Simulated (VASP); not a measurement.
# Sc3Be (Pm-3m) in VASP: notebook, part 2 of 2

VASP 6.6.1. Earlier steps stand in the parts before.

**3. Relaxation of cell and atoms, PBE**

This run uses another cell than the first one, of 16.01 Å³/atom.

File INCAR:

```
SYSTEM = Sc3Be
  PREC = Accurate
  ENCUT = 600
  EDIFF = 1E-6
  ISMEAR = 0
  SIGMA = 0.1
  LREAL = .FALSE.
  LASPH = .TRUE.
  NELM = 100
  ALGO = Normal
  ISIF = 3
  LWAVE = .FALSE.
  LCHARG = .FALSE.
  GGA = PE
  IBRION = 2
  NSW = 90
  EDIFFG = -0.04
```

File KPOINTS:

```
Automatic mesh
0
G
  4 4 4
  0 0 0
```

File POSCAR:

```
Sc3Be
1.0
    4.0004567690      0.0000000000      0.0000000000
    0.0000000000      4.0004567690      0.0000000000
    0.0000000000      0.0000000000      4.0004567690
Sc Be
3 1
Direct
    0.0000000000      0.5000000000      0.5000000000
    0.5000000000      0.0000000000      0.5000000000
    0.5000000000      0.5000000000      0.0000000000
    0.0000000000      0.0000000000      0.0000000000
```

Potentials or basis: VASP PAW PBE potentials, release 64 (Sc_sv, Be).

Command:

```
> cat potpaw_PBE.64/Sc_sv/POTCAR potpaw_PBE.64/Be/POTCAR > POTCAR
> mpirun -np 1 vasp_std > vasp.out
```

OUTCAR:

```text
SYSTEM = Sc3Be
   PREC = Accurate
   ENCUT = 600
   EDIFF = 1E-6
   ISMEAR = 0
   LREAL = .FALSE.
   LASPH = .TRUE.
   NELM = 100
   ISIF = 3
   GGA = PE
   IBRION = 2
   NSW = 90
   EDIFFG = -0.04

 ion  position               nearest neighbor table
   1  0.000  0.500  0.500-   2 2.83   3 2.83   4 2.83   3 2.83   4 2.83   2 2.83   4 2.83   4 2.83
                             2 2.83   3 2.83   3 2.83   2 2.83
   2  0.500  0.000  0.500-   1 2.83   3 2.83   4 2.83   3 2.83   4 2.83   1 2.83   3 2.83   3 2.83
                             1 2.83   4 2.83   4 2.83   1 2.83
   3  0.500  0.500  0.000-   1 2.83   2 2.83   4 2.83   1 2.83   2 2.83   2 2.83   4 2.83   2 2.83
                             1 2.83   4 2.83   1 2.83   4 2.83
   4  0.000  0.000  0.000-   1 2.83   2 2.83   3 2.83   1 2.83   2 2.83   1 2.83   3 2.83   1 2.83
                             2 2.83   3 2.83   2 2.83   3 2.83

  LATTYP: Found a simple cubic cell.
 ALAT       =     4.0004567690

  Lattice vectors:

 A1 = (   4.0004567690,   0.0000000000,   0.0000000000)
 A2 = (   0.0000000000,   4.0004567690,   0.0000000000)
 A3 = (   0.0000000000,   0.0000000000,   4.0004567690)

Analysis of symmetry for initial positions (statically):
=====================================================================
 Subroutine PRICEL returns:
 Original cell was already a primitive cell.

 Routine SETGRP: Setting up the symmetry group for a
 simple cubic supercell.

[... 164 lines left out ...]
  -------------------------------------------------------------------------------------
  Total        7.6849916      7.6849916      7.6849916     -0.0000000      0.0000000     -0.0000000
  in kB      192.3203466    192.3203466    192.3203466     -0.0000000      0.0000000     -0.0000000
  external PRESSURE =     192.3203466 kB  Pullay stress =       0.0000000 kB
[... 25 lines left out ...]
--------------------------------------- Ionic step        2  -------------------------------------------

 number of electron      34.9999986 magnetization

 E-fermi :   3.7497     XC(G=0):  -9.9047

 val. band max:        3.6874769340   @ k =   0.2500   0.0000   0.0000
 cond. band min:       3.7647050938   @ k =   0.2500   0.2500   0.0000
 fundamental gap:      0.0772281598
 Fermi energy:         3.7496989040

 k-point     1 :       0.0000    0.0000    0.0000
  band No.  band energies     occupation
      1     -45.6937      2.00000
      2     -45.5791      2.00000
      3     -45.5791      2.00000
      4     -24.5150      2.00000
      5     -24.5150      2.00000
      6     -24.5150      2.00000
[... 266 lines left out ...]
--------------------------------------- Ionic step        3  -------------------------------------------

 number of electron      35.0000007 magnetization

 Free energy of the ion-electron system (eV)
  ---------------------------------------------------
  ext. energy  EPLUGINS =         0.00000000
  ---------------------------------------------------
  free energy    TOTEN  =       -21.96923626 eV

  energy without entropy =      -21.95023613  energy(sigma->0) =      -21.95973619

 E-fermi :   3.9790     XC(G=0): -10.0653

 val. band max:        3.9092375062   @ k =   0.2500   0.0000   0.0000
 cond. band min:       3.9945064982   @ k =   0.2500   0.2500   0.0000
 fundamental gap:      0.0852689920
 Fermi energy:         3.9789580629

 k-point     1 :       0.0000    0.0000    0.0000
  band No.  band energies     occupation
      1     -45.3613      2.00000
      2     -45.2261      2.00000
      3     -45.2261      2.00000
      4     -24.2134      2.00000
      5     -24.2134      2.00000
      6     -24.2134      2.00000
[... 260 lines left out ...]
  FREE ENERGIE OF THE ION-ELECTRON SYSTEM (eV)
  ---------------------------------------------------
  free  energy   TOTEN  =       -21.9692362558 eV

  energy  without entropy=      -21.9502361284  energy(sigma->0) =      -21.95973619

 reached required accuracy - stopping structural energy minimisation
```

OSZICAR:

```text
N       E                     dE             d eps       ncg     rms          rms(c)
DAV:   1     0.733868135645E+03    0.73387E+03   -0.17757E+04   420   0.204E+03
DAV:   2     0.225976212141E+02   -0.71127E+03   -0.70554E+03   604   0.807E+02
DAV:   3    -0.223276862406E+02   -0.44925E+02   -0.44516E+02   675   0.286E+02
[... 28 lines left out ...]
DAV:   5    -0.219695372957E+02    0.13454E-02   -0.52356E-03   615   0.569E-01    0.132E-01
DAV:   6    -0.219692254552E+02    0.31184E-03   -0.24153E-03   643   0.288E-01    0.255E-02
DAV:   7    -0.219692386166E+02   -0.13161E-04   -0.94402E-05   636   0.881E-02    0.739E-03
DAV:   8    -0.219692370717E+02    0.15449E-05   -0.92245E-06   460   0.204E-02    0.419E-03
DAV:   9    -0.219692362558E+02    0.81593E-06   -0.18594E-06   311   0.196E-02
   3 F= -.21969236E+02 E0= -.21959736E+02  d E =-.847066E+00
```

CONTCAR:

```text
Sc3Be
   1.00000000000000
     4.3122524091405285   -0.0000000000000000   -0.0000000000000000
    -0.0000000000000000    4.3122524091405285   -0.0000000000000000
     0.0000000000000000    0.0000000000000000    4.3122524091405285
  Sc              Be
     3     1
Direct
     0.0000000000000000    0.5000000000000000    0.5000000000000000
     0.5000000000000000    0.0000000000000000    0.5000000000000000
     0.5000000000000000    0.5000000000000000    0.0000000000000000
     0.0000000000000000    0.0000000000000000    0.0000000000000000

  0.00000000E+00  0.00000000E+00  0.00000000E+00
  0.00000000E+00  0.00000000E+00  0.00000000E+00
  0.00000000E+00  0.00000000E+00  0.00000000E+00
  0.00000000E+00  0.00000000E+00  0.00000000E+00
```

Wall time 30 s (1 thread of AMD EPYC 7R13 (Zen 3), shared host); peak memory 0.15 GiB.

What came out:

* Free energy: -21.9692 eV
* Relaxed volume: 20.05 Å³/atom
* Relaxed cell: a = 4.312 Å, b = 4.312 Å, c = 4.312 Å, α = 90.00°, β = 90.00°, γ = 90.00°
* Space group after relaxing (to 0.1 Å): Pm-3m (No. 221)
* Energy gained by relaxing: 211.8 meV/atom
* Ionic steps: 3
* Pressure after relaxing: 0.1 GPa
* Band gap on the k mesh: zero (an odd number of electrons rules out a gap without spin polarisation)

Step by step:
| step | energy change (eV) | largest force (eV/Å) | pressure (GPa) | volume (Å³) |
| --- | --- | --- | --- | --- |
| 1 | 0.0000 | 0.0000 | 19.23 | 64.02 |
| 2 | -0.8239 | 0.0000 | -2.25 | 83.52 |
| 3 | -0.8471 | 0.0000 | 0.10 | 80.19 |

Final structure:
```xyz
4
Lattice="4.3123 0.0000 0.0000 0.0000 4.3123 0.0000 0.0000 0.0000 4.3123" Properties=species:S:1:pos:R:3 pbc="T T T"
Sc    0.0000    2.1561    2.1561
Sc    2.1561    0.0000    2.1561
Sc    2.1561    2.1561    0.0000
Be    0.0000    0.0000    0.0000
```

Caveat: the k points lie up to 0.36 Å⁻¹ apart in the final cell, too coarse for converged energies and pressures of a metal; the volume moved by over 15 % at a fixed basis, so the end points are rough.
